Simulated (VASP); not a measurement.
# CaH8 (Cmm2) in VASP: notebook

Runs on CaH8. Level: PBE. Tasks: single point, relaxation of cell and atoms.

Program: VASP 6.6.1. These are calculated values, not measurements. Logs are shortened: lines on timing, memory, paths and dates and some standing lists are left out, and cuts for length are marked.

## Step 1: The cell of the first run

Symmetry: Cmm2, No. 35, orthorhombic system. The conventional cell has a = 4.876 Å, b = 5.200 Å, c = 5.946 Å, α = 90.00°, β = 90.00°, γ = 90.00°. Within 2.6 Å of Ca (site symmetry mm2) lie 14 H at 1.85 to 2.59 Å. Within 2.0 Å of H (site symmetry m) lie 3 H at 1.50 to 1.97 Å. Within 1.2 Å of H (site symmetry m) lie 3 H at 0.87 to 0.94 Å. Within 2.8 Å of H (site symmetry 2) lie 2 Ca at 1.88 Å and 16 H at 1.91 to 2.75 Å. Within 1.2 Å of H (site symmetry m) lie 2 H at 0.87 Å.

The cell was generated, and may not be a known phase.

## Step 2: Single point, PBE

INCAR reads:

```
PREC = Accurate
ENCUT = 520
EDIFF = 1E-6
ISMEAR = 0
SIGMA = 0.1
LREAL = F
LASPH = T
NELM = 80
ALGO = Normal
ISIF = 2
LWAVE = F
LCHARG = F
GGA = PE
NBANDS = 19
```

KPOINTS reads:

```
Automatic mesh
0
Gamma
  6 6 4
```

POSCAR reads:

```
CaH8
1.0
    2.4380749100     -2.6002112700      0.0000000000
    2.4380749100      2.6002112700      0.0000000000
    0.0000000000      0.0000000000      5.9462657400
Ca H
1 8
Direct
    0.5000000000      0.5000000000      0.7916178000
    0.3457023900      0.3457023900      0.4556929400
    0.6542976100      0.6542976100      0.4556929400
    0.9095145100      0.0904854900      0.9132308100
    0.0904854900      0.9095145100      0.9132308100
    0.0000000000      0.5000000000      0.6930722600
    0.5000000000      0.0000000000      0.6930722600
    0.1510874000      0.1510874000      0.9139272600
    0.8489126000      0.8489126000      0.9139272600
```

Potentials or basis: VASP PAW PBE potentials, release 64 (Ca_sv, H).

Started as:

```bash
cat potpaw_PBE.64/Ca_sv/POTCAR potpaw_PBE.64/H/POTCAR > POTCAR
mpirun -np 1 vasp_std > vasp.out
```

OUTCAR:

```text
PREC = Accurate
   ENCUT = 520
   EDIFF = 1E-6
   ISMEAR = 0
   LREAL = F
   LASPH = T
   NELM = 80
   ISIF = 2
   GGA = PE

 ion  position               nearest neighbor table
   1  0.500  0.500  0.792-   8 1.85   9 1.85   6 1.88   7 1.88   7 1.88   6 1.88
   2  0.346  0.346  0.456-
   3  0.654  0.654  0.456-
   4  0.910  0.090  0.913-   8 0.87   9 0.87
   5  0.090  0.910  0.913-   8 0.87   9 0.87
   6  0.000  0.500  0.693-   1 1.88   1 1.88
   7  0.500  0.000  0.693-   1 1.88   1 1.88
   8  0.151  0.151  0.914-   4 0.87   5 0.87   1 1.85
   9  0.849  0.849  0.914-   4 0.87   5 0.87   1 1.85

  LATTYP: Found a base centered orthorhombic cell.
 ALAT       =     4.8761498200
 B/A-ratio  =     1.0665017959
 C/A-ratio  =     1.2194591962

  Lattice vectors:

 A1 = (   2.4380749100,  -2.6002112700,   0.0000000000)
 A2 = (   2.4380749100,   2.6002112700,   0.0000000000)
 A3 = (   0.0000000000,   0.0000000000,   5.9462657400)

Analysis of symmetry for initial positions (statically):
=====================================================================
 Subroutine PRICEL returns:
 Original cell was already a primitive cell.

 Routine SETGRP: Setting up the symmetry group for a
 base centered orthorhombic supercell.

 Subroutine GETGRP returns: Found  4 space group operations
 (whereof  4 operations were pure point group operations)
 out of a pool of  8 trial point group operations.

The static configuration has the point symmetry C_2v.

Analysis of symmetry for dynamics (positions and initial velocities):
=====================================================================
 Subroutine PRICEL returns:
 Original cell was already a primitive cell.

 Routine SETGRP: Setting up the symmetry group for a
 base centered orthorhombic supercell.

 Subroutine GETGRP returns: Found  4 space group operations
 (whereof  4 operations were pure point group operations)
 out of a pool of  8 trial point group operations.

The dynamic configuration has the point symmetry C_2v.

 Subroutine INISYM returns: Found  4 space group operations
 (whereof  4 operations are pure point group operations),
 and found     1 'primitive' translations

----------------------------------------------------------------------------------------

[... 111 lines left out ...]
   NFREE  =      0    steps in history (QN), initial steepest desc. (CG)
   ISIF   =      2    stress and relaxation
   ISYM   =      2    0-nonsym 1-usesym 2-fastsym
   POTIM  = 0.5000    time-step for ionic-motion
   TEBEG  =    0.0;   TEEND  =   0.0 temperature during run
   PSTRESS=    0.0 pullay stress
   NELECT =      18.0000    total number of electrons
   NUPDOWN=      -1.0000    fix difference up-down
   EMIN   =  10.00;   EMAX   =-10.00  energy-range for DOS
   EFERMI =   0.00;   METHOD = LEGACY
   ISMEAR =     0;   SIGMA  =   0.10  broadening in eV -4-tet -1-fermi 0-gaus
   EFERMI_NEDOS =   21; number of points for ismear=-14 and -15
   IALGO  =     38    algorithm
   IMIX   =      4    mixing-type and parameters
     AMIX     =   0.40;   BMIX     =  1.00
     AMIX_MAG =   1.60;   BMIX_MAG =  1.00
  volume/ion in A,a.u.               =       8.38        56.53
  Fermi-wavevector in a.u.,A,eV,Ry     =   1.015599  1.919204 14.033616  1.031442
  Thomas-Fermi vector in A             =   2.148894
   LORBIT       =      0    0 simple, 1 ext, 2 COOP (PROOUT), +10 PAW based schemes
   GGA     = PE    functional components
   LHFCALC =     F    Hartree Fock is set to
   AEXX    =    0.0000 exact exchange contribution
   IVDW    =     0    specifies the selected vdW correction
   LEPSILON=     F    determine dielectric tensor
   LRPA    =     F    only Hartree local field effects (RPA)
 non-spin polarized calculation
 Gauss-broadening in eV      SIGMA  =   0.10
  energy-cutoff  :      520.00
  volume of cell :       75.39
 maximum number of plane-waves:      2062
 NGX is ok and might be reduce to    28
   NGX = 13   NGY = 13   NGZ = 23

 number of electron      18.0000001 magnetization

 Free energy of the ion-electron system (eV)
  ---------------------------------------------------
  ext. energy  EPLUGINS =         0.00000000
  ---------------------------------------------------
  free energy    TOTEN  =       -19.30518903 eV

  energy without entropy =      -19.30518902  energy(sigma->0) =      -19.30518902

 E-fermi :  -0.4336     XC(G=0):  -7.6077

 val. band max:       -0.7833490467   @ k =   0.1667   0.0000   0.5000
 cond. band min:      -0.1033812206   @ k =   0.5000   0.5000   0.5000
 fundamental gap:      0.6799678261
 Fermi energy:        -0.4335846556

 k-point     1 :       0.0000    0.0000    0.0000
  band No.  band energies     occupation
      1     -38.5848      2.00000
      2     -19.9295      2.00000
      3     -19.7794      2.00000
      4     -19.7089      2.00000
      5     -14.9803      2.00000
      6      -5.5564      2.00000
[... 505 lines left out ...]
      6      -3.9074      2.00000
[... 11 lines left out ...]
     18       9.0688      0.00000
     19       9.3827      0.00000

 [... further k-points ...]

------------------------ aborting loop because EDIFF is reached ----------------------------------------

  FORCE on cell =-STRESS in cart. coord.  units (eV):
  Direction    XX          YY          ZZ          XY          YZ          ZX
  --------------------------------------------------------------------------------------
  -------------------------------------------------------------------------------------
  Total       18.1421140     12.3211352      0.7083988      0.0000000      0.0000000      0.0000000
  in kB      385.5391471    261.8371792     15.0542252      0.0000000      0.0000000      0.0000000
  external PRESSURE =     220.8101838 kB  Pullay stress =       0.0000000 kB

 VOLUME and BASIS-vectors are now :
 -----------------------------------------------------------------------------
  energy-cutoff  :      520.00
  volume of cell :       75.39
      direct lattice vectors                 reciprocal lattice vectors
     2.438074910 -2.600211270  0.000000000     0.205079835 -0.192292067  0.000000000
     2.438074910  2.600211270  0.000000000     0.205079835  0.192292067  0.000000000
     0.000000000  0.000000000  5.946265740     0.000000000  0.000000000  0.168172773

 POSITION                                       TOTAL-FORCE (eV/Angst)
 -----------------------------------------------------------------------------------
      2.43807      0.00000      4.70717         0.000000      0.000000      0.862330
      1.68570      0.00000      2.70967         2.152672      0.000000     -0.079555
      3.19045      0.00000      2.70967        -2.152672      0.000000     -0.079555
      2.43807     -2.12965      5.43031         0.000000      2.046236     -0.377133
      2.43807      2.12965      5.43031         0.000000     -2.046236     -0.377133
      1.21904      1.30011      4.12119         0.000000      0.000000     -0.720402
      1.21904     -1.30011      4.12119         0.000000     -0.000000     -0.720402
      0.73672      0.00000      5.43445         5.833341      0.000000      0.745924
      4.13943      0.00000      5.43445        -5.833341      0.000000      0.745924
 -----------------------------------------------------------------------------------
    total drift:                                0.000000     -0.000000      0.000272

  FREE ENERGIE OF THE ION-ELECTRON SYSTEM (eV)
  ---------------------------------------------------
  free  energy   TOTEN  =       -19.3051890306 eV

  energy  without entropy=      -19.3051890157  energy(sigma->0) =      -19.30518902
```

OSZICAR:

```text
N       E                     dE             d eps       ncg     rms          rms(c)
DAV:   1     0.104343381100E+03    0.10434E+03   -0.83473E+03  1482   0.836E+02
DAV:   2    -0.155360449365E+02   -0.11988E+03   -0.11595E+03  1725   0.230E+02
DAV:   3    -0.220101784583E+02   -0.64741E+01   -0.64257E+01  2521   0.437E+01
DAV:   4    -0.220773683078E+02   -0.67190E-01   -0.67134E-01  1989   0.440E+00
DAV:   5    -0.220788619187E+02   -0.14936E-02   -0.14935E-02  2029   0.516E-01    0.803E+00
DAV:   6    -0.200260826984E+02    0.20528E+01   -0.96048E-01  1691   0.583E+00    0.430E+00
DAV:   7    -0.192909742624E+02    0.73511E+00   -0.17384E+00  1777   0.633E+00    0.113E+00
DAV:   8    -0.193196269526E+02   -0.28653E-01   -0.23194E-01  1730   0.268E+00    0.568E-01
DAV:   9    -0.193011801169E+02    0.18447E-01   -0.39004E-02  1793   0.109E+00    0.188E-01
DAV:  10    -0.193045277604E+02   -0.33476E-02   -0.63908E-03  1625   0.433E-01    0.521E-02
DAV:  11    -0.193051533519E+02   -0.62559E-03   -0.65803E-04  1766   0.145E-01    0.385E-02
DAV:  12    -0.193051554826E+02   -0.21306E-05   -0.25249E-04  1761   0.856E-02    0.131E-02
DAV:  13    -0.193051871343E+02   -0.31652E-04   -0.55386E-05  1626   0.412E-02    0.476E-03
DAV:  14    -0.193051888214E+02   -0.16871E-05   -0.37081E-06  1913   0.108E-02    0.149E-03
DAV:  15    -0.193051890306E+02   -0.20922E-06   -0.59237E-07  1375   0.471E-03
   1 F= -.19305189E+02 E0= -.19305189E+02  d E =-.148878E-07
```

Wall time 96 s (1 thread of Oxide Virtual Turin-like, shared host); peak memory 0.18 GiB.

Results:

* Free energy: -19.3052 eV
* Pressure: 22.1 GPa
* Largest force: 5.881 eV/Å
* Band gap on the k mesh: 0.68 eV (least direct gap 1.45 eV)

Forces on the atoms (eV/Å):
```
Ca   0.000  0.000  0.862
H    2.153  0.000 -0.080
H   -2.153  0.000 -0.080
H    0.000  2.046 -0.377
H    0.000 -2.046 -0.377
H    0.000  0.000 -0.720
H    0.000  0.000 -0.720
H    5.833  0.000  0.746
H   -5.833  0.000  0.746
```

Levels at points of the mesh, in eV from the valence-band top:
| k point | band 5 | band 6 | band 7 | band 8 | band 9 | band 10 | band 11 | band 12 | band 13 | band 14 |
| --- | --- | --- | --- | --- | --- | --- | --- | --- | --- | --- |
| (0.00, 0.00, 0.00) | -14.20 | -4.77 | -1.83 | -1.41 | -0.22 | 2.61 | 2.90 | 3.67 | 6.31 | 6.82 |
| (0.50, 0.00, 0.00) | -13.48 | -4.64 | -2.35 | -1.84 | -0.31 | 2.10 | 2.61 | 4.94 | 6.22 | 7.09 |
| (0.50, 0.50, 0.00) | -13.81 | -2.34 | -2.32 | -1.81 | -0.96 | 0.85 | 3.66 | 4.00 | 6.57 | 7.53 |
| (0.00, 0.00, 0.50) | -14.19 | -4.83 | -1.82 | -1.05 | -0.24 | 2.61 | 2.70 | 2.90 | 6.30 | 6.77 |
| (0.50, 0.00, 0.50) | -13.48 | -4.49 | -2.62 | -1.94 | -0.23 | 2.38 | 2.82 | 5.39 | 5.80 | 6.33 |
| (0.50, 0.50, 0.50) | -13.81 | -2.26 | -2.23 | -1.77 | -1.18 | 0.68 | 3.84 | 4.15 | 5.59 | 7.83 |

Caveat: the stress differs along the axes, from 2 to 39 GPa; forces of over 1 eV/Å act on the atoms, so gaps and moduli don't describe the material at rest.

[end of part 1 of 2]
